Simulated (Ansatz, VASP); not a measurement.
One calculation of TiBeH2, two programs

```
Ti Be H
1.0
     2.80417    0.00000    0.00000
     0.00000    2.80417    0.00000
     0.00000    0.00000    3.70712
Ti Be H
1 1 2
Direct
  0.50000 0.50000 0.50000
  0.00000 0.00000 0.00000
  0.00000 0.00000 0.50000
  0.50000 0.50000 0.00000
```

Change from the starting cell: species swapped into the HfZrC2 type (P4/mmm, No. 123).

Alike in both runs: functional PBE; k mesh 16 × 16 × 12; occupations gaussian, width 0.1 eV; no spin polarisation.

Ansatz relaxed the structure, and its values are those at the end. VASP's run is a single point on that final structure, the one shown.

```csv
,VASP,Ansatz
version,VASP 6.6.1,Ansatz 0.2.0
potentials or method,"VASP PAW PBE potentials, release 64 (Ti_sv, Be, H), cutoff 520 eV","scalar-relativistic, plane waves, PAW"
valence electrons in the cell,16,16
```

```csv
,VASP,Ansatz,Ansatz less VASP
gap on the k mesh at the Fermi level (eV),none,none,-
pressure (GPa),-0.1,0.0,+0.07
```

A gap of «none» marks a metal or a gap that the smearing closes.
